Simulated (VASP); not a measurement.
# SiAs3 (Pm-3n) in VASP: notebook, part 2 of 2

VASP 6.6.1. Earlier steps stand in the parts before.

## Step 3: Single point, PBE

This run uses another cell than the first one, of 18.76 Å³/atom, 0.966 times its volume.

INCAR

```
PREC = Accurate ; ENCUT = 520
EDIFF = 1E-7 ; ISMEAR = 0
SIGMA = 0.1 ; LREAL = False
LASPH = True ; NELM = 100
ALGO = Normal ; ISIF = 2
LWAVE = False ; LCHARG = False
GGA = PE ; NBANDS = 29
```

KPOINTS

```
Automatic mesh
0
Gamma
  8 8 8
```

POSCAR

```
SiAs3
1.0
    5.3139889515      0.0000000000      0.0000000000
    0.0000000000      5.3139889515      0.0000000000
    0.0000000000      0.0000000000      5.3139889515
Si As
2 6
Direct
    0.0000000000      0.0000000000      0.0000000000
    0.5000000000      0.5000000000      0.5000000000
    0.2500000000      0.0000000000      0.5000000000
    0.7500000000      0.0000000000      0.5000000000
    0.0000000000      0.5000000000      0.2500000000
    0.0000000000      0.5000000000      0.7500000000
    0.5000000000      0.7500000000      0.0000000000
    0.5000000000      0.2500000000      0.0000000000
```

Potentials or basis: VASP PAW PBE potentials, release 64 (Si, As).

Started as:

```sh
$ cat potpaw_PBE.64/Si/POTCAR potpaw_PBE.64/As/POTCAR > POTCAR
$ mpirun -np 1 vasp_std > vasp.out
```

OUTCAR:

```text
PREC = Accurate
   ENCUT = 520
   EDIFF = 1E-7
   ISMEAR = 0
   LREAL = False
   LASPH = True
   NELM = 100
   ISIF = 2
   GGA = PE

 ion  position               nearest neighbor table
   1  0.000  0.000  0.000-   3 2.97   4 2.97   5 2.97   6 2.97   7 2.97   8 2.97   3 2.97   4 2.97
                             5 2.97   6 2.97   7 2.97   8 2.97
   2  0.500  0.500  0.500-   3 2.97   4 2.97   5 2.97   6 2.97   7 2.97   8 2.97   7 2.97   8 2.97
                             3 2.97   4 2.97   5 2.97   6 2.97
   3  0.250  0.000  0.500-   4 2.66   4 2.66   1 2.97   1 2.97   2 2.97   2 2.97
   4  0.750  0.000  0.500-   3 2.66   3 2.66   1 2.97   1 2.97   2 2.97   2 2.97
   5  0.000  0.500  0.250-   6 2.66   6 2.66   1 2.97   2 2.97   1 2.97   2 2.97
   6  0.000  0.500  0.750-   5 2.66   5 2.66   1 2.97   2 2.97   1 2.97   2 2.97
   7  0.500  0.750  0.000-   8 2.66   8 2.66   1 2.97   2 2.97   2 2.97   1 2.97
   8  0.500  0.250  0.000-   7 2.66   7 2.66   1 2.97   2 2.97   2 2.97   1 2.97

  LATTYP: Found a simple cubic cell.
 ALAT       =     5.3139889515

  Lattice vectors:

 A1 = (   5.3139889515,   0.0000000000,   0.0000000000)
 A2 = (   0.0000000000,   5.3139889515,   0.0000000000)
 A3 = (   0.0000000000,   0.0000000000,   5.3139889515)

Analysis of symmetry for initial positions (statically):
=====================================================================
 Subroutine PRICEL returns:
 Original cell was already a primitive cell.

 Routine SETGRP: Setting up the symmetry group for a
 simple cubic supercell.

 Subroutine GETGRP returns: Found 48 space group operations
 (whereof 24 operations were pure point group operations)
 out of a pool of 48 trial point group operations.

The static configuration has the point symmetry T_h .
 The point group associated with its full space group is O_h .

Analysis of symmetry for dynamics (positions and initial velocities):
=====================================================================
 Subroutine PRICEL returns:
 Original cell was already a primitive cell.

 Routine SETGRP: Setting up the symmetry group for a
 simple cubic supercell.

 Subroutine GETGRP returns: Found 48 space group operations
 (whereof 24 operations were pure point group operations)
 out of a pool of 48 trial point group operations.

The dynamic configuration has the point symmetry T_h .
 The point group associated with its full space group is O_h .

 Subroutine INISYM returns: Found 48 space group operations
 (whereof 24 operations are pure point group operations),
 and found     1 'primitive' translations

----------------------------------------------------------------------------------------

                                     Primitive cell

  volume of cell :     150.0590

  direct lattice vectors                    reciprocal lattice vectors
     5.313988951  0.000000000  0.000000000     0.188182552  0.000000000  0.000000000
     0.000000000  5.313988951  0.000000000     0.000000000  0.188182552  0.000000000
     0.000000000  0.000000000  5.313988951     0.000000000  0.000000000  0.188182552

  length of vectors
     5.313988951  5.313988951  5.313988951     0.188182552  0.188182552  0.188182552

  position of ions in fractional coordinates (direct lattice)
     0.000000000  0.000000000  0.000000000
[... 69 lines left out ...]
  0.375000  0.375000  0.125000     24.000000
  0.500000  0.375000  0.125000     24.000000
 [... further k-points ...]
   k-points           NKPTS =     35   k-points in BZ     NKDIM =     35   number of bands    NBANDS=     29
   number of dos      NEDOS =    301   number of ions     NIONS =      8
   total plane-waves  NPLWV =  64000
   dimension x,y,z NGX =    40 NGY =   40 NGZ =   40
   dimension x,y,z NGXF=    80 NGYF=   80 NGZF=   80
   ions per type =               2   6
   NGX,Y,Z   is equivalent  to a cutoff of  12.51, 12.51, 12.51 a.u.
   NGXF,Y,Z  is equivalent  to a cutoff of  25.03, 25.03, 25.03 a.u.
 SYSTEM =  unknown system
   PREC   = accura    normal or accurate (medium, high low for compatibility)
   ISTART =      0    job   : 0-new  1-cont  2-samecut
   ICHARG =      2    charge: 1-file 2-atom 10-const
   ISPIN  =      1    spin polarized calculation?
   LNONCOLLINEAR =      F non collinear calculations
   LSORBIT =      F    spin-orbit coupling
   LASPH  =      T    aspherical Exc in radial PAW
   ENCUT  =  520.0 eV  38.22 Ry    6.18 a.u.   9.88  9.88  9.88*2*pi/ulx,y,z
   NELM   =    100;   NELMIN=  2; NELMDL= -5     # of ELM steps
   EDIFF  = 0.1E-06   stopping-criterion for ELM
   LREAL  =      F    real-space projection
   EDIFFG = 0.1E-05   stopping-criterion for IOM
   NSW    =      0    number of steps for IOM
   IBRION =     -1    ionic relax: 0-MD 1-quasi-New 2-CG
   NFREE  =      0    steps in history (QN), initial steepest desc. (CG)
   ISIF   =      2    stress and relaxation
   ISYM   =      2    0-nonsym 1-usesym 2-fastsym
   POTIM  = 0.5000    time-step for ionic-motion
   TEBEG  =    0.0;   TEEND  =   0.0 temperature during run
   PSTRESS=    0.0 pullay stress
   NELECT =      38.0000    total number of electrons
   NUPDOWN=      -1.0000    fix difference up-down
   EMIN   =  10.00;   EMAX   =-10.00  energy-range for DOS
   EFERMI =   0.00;   METHOD = LEGACY
   ISMEAR =     0;   SIGMA  =   0.10  broadening in eV -4-tet -1-fermi 0-gaus
   EFERMI_NEDOS =   21; number of points for ismear=-14 and -15
   IALGO  =     38    algorithm
   IMIX   =      4    mixing-type and parameters
     AMIX     =   0.40;   BMIX     =  1.00
     AMIX_MAG =   1.60;   BMIX_MAG =  1.00
  volume/ion in A,a.u.               =      18.76       126.58
  Fermi-wavevector in a.u.,A,eV,Ry     =   1.035735  1.957256 14.595613  1.072747
  Thomas-Fermi vector in A             =   2.170093
   LORBIT       =      0    0 simple, 1 ext, 2 COOP (PROOUT), +10 PAW based schemes
   GGA     = PE    functional components
   LHFCALC =     F    Hartree Fock is set to
   AEXX    =    0.0000 exact exchange contribution
   IVDW    =     0    specifies the selected vdW correction
   LEPSILON=     F    determine dielectric tensor
   LRPA    =     F    only Hartree local field effects (RPA)
 non-spin polarized calculation
 Gauss-broadening in eV      SIGMA  =   0.10
  energy-cutoff  :      520.00
  volume of cell :      150.06
 maximum number of plane-waves:      4076
 NGX is ok and might be reduce to    40
   NGX = 19   NGY = 19   NGZ = 19

 number of electron      38.0000006 magnetization

 Free energy of the ion-electron system (eV)
  ---------------------------------------------------
  ext. energy  EPLUGINS =         0.00000000
  ---------------------------------------------------
  free energy    TOTEN  =       -33.83870073 eV

  energy without entropy =      -33.81894791  energy(sigma->0) =      -33.82882432

 E-fermi :   6.8198     XC(G=0): -10.6648

 val. band max:        6.7796010381   @ k =   0.2500   0.2500   0.0000
 cond. band min:       6.8235294471   @ k =   0.2500   0.2500   0.1250
 fundamental gap:      0.0439284090
 Fermi energy:         6.8197723386

 k-point     1 :       0.0000    0.0000    0.0000
  band No.  band energies     occupation
      1      -8.0013      2.00000
      2      -4.8163      2.00000
      3      -4.8163      2.00000
      4      -2.5808      2.00000
      5      -2.5808      2.00000
      6      -2.5808      2.00000
[... 757 lines left out ...]
     28      10.1615      0.00000
     29      10.3905      0.00000

 [... further k-points ...]

------------------------ aborting loop because EDIFF is reached ----------------------------------------

  FORCE on cell =-STRESS in cart. coord.  units (eV):
  Direction    XX          YY          ZZ          XY          YZ          ZX
  --------------------------------------------------------------------------------------
  -------------------------------------------------------------------------------------
  Total        0.0809053      0.0809053      0.0809053     -0.0000000      0.0000000      0.0000000
  in kB        0.8638251      0.8638251      0.8638251     -0.0000000      0.0000000      0.0000000
  external PRESSURE =       0.8638251 kB  Pullay stress =       0.0000000 kB

 VOLUME and BASIS-vectors are now :
 -----------------------------------------------------------------------------
  energy-cutoff  :      520.00
  volume of cell :      150.06
      direct lattice vectors                 reciprocal lattice vectors
     5.313988951  0.000000000  0.000000000     0.188182552  0.000000000  0.000000000
     0.000000000  5.313988951  0.000000000     0.000000000  0.188182552  0.000000000
     0.000000000  0.000000000  5.313988951     0.000000000  0.000000000  0.188182552

 POSITION                                       TOTAL-FORCE (eV/Angst)
 -----------------------------------------------------------------------------------
      0.00000      0.00000      0.00000        -0.000000     -0.000000     -0.000000
      2.65699      2.65699      2.65699        -0.000000     -0.000000     -0.000000
      1.32850      0.00000      2.65699         0.000000      0.000000      0.000000
      3.98549      0.00000      2.65699        -0.000000      0.000000      0.000000
      0.00000      2.65699      1.32850        -0.000000     -0.000000     -0.000000
      0.00000      2.65699      3.98549        -0.000000     -0.000000     -0.000000
      2.65699      3.98549      0.00000         0.000000     -0.000000     -0.000000
      2.65699      1.32850      0.00000        -0.000000     -0.000000     -0.000000
 -----------------------------------------------------------------------------------
    total drift:                                0.000000     -0.000000      0.000000

  FREE ENERGIE OF THE ION-ELECTRON SYSTEM (eV)
  ---------------------------------------------------
  free  energy   TOTEN  =       -33.8387007290 eV

  energy  without entropy=      -33.8189479133  energy(sigma->0) =      -33.82882432
```

Run time: 59 s. Hardware: 1 thread of Intel Xeon Platinum 8559C (Emerald Rapids), shared host; peak memory 0.3 GiB.

What came out:

```
Free energy            : -33.8387 eV
Pressure               : 0.1 GPa
Band gap on the k mesh : zero (band 19 reaches 7.27 eV, above the bottom of band 20 at 5.28 eV)
```
